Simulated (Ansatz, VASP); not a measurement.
## Ni: VASP beside Ansatz

```xyz
3
Lattice="2.4894 0.0000 0.0000 0.0000 2.4894 0.0000 0.0000 0.0000 16.5205" Properties=species:S:1:pos:R:3 pbc="T T T"
Ni    0.0000    0.0000    6.5000
Ni    1.2447    1.2447    8.2602
Ni    0.0000    0.0000   10.0205
```

Alike in both runs: task relaxation of the atoms; functional PBE; k mesh 16 × 16 × 1; occupations fermi-dirac, width 0.1 eV; collinear spin.

|  | VASP | Ansatz |
| --- | --- | --- |
| version | VASP 6.6.1 | Ansatz 0.2.0 |
| potentials or method | VASP PAW PBE potentials, release 64 (Ni) | PAW with Ansatz's default frozen-core files, scalar-relativistic |
| plane-wave cutoff (eV) | 520 | 420 |
| valence electrons in the cell | 30 | 54 |

```tsv
	VASP	Ansatz	Ansatz less VASP
net moment per atom (μB)	0.69	0.70	+0.012
size of the moment on the site where the two differ most (μB)	0.65	0.69	+0.043
```

Site moments also hang on the region over which each program counts them. VASP's potentials hold 30 valence electrons a cell and Ansatz's 54, so a difference there can come from the potentials and not from the codes. Ansatz's warnings: stress scf threshold loose, vacuum density over bound.
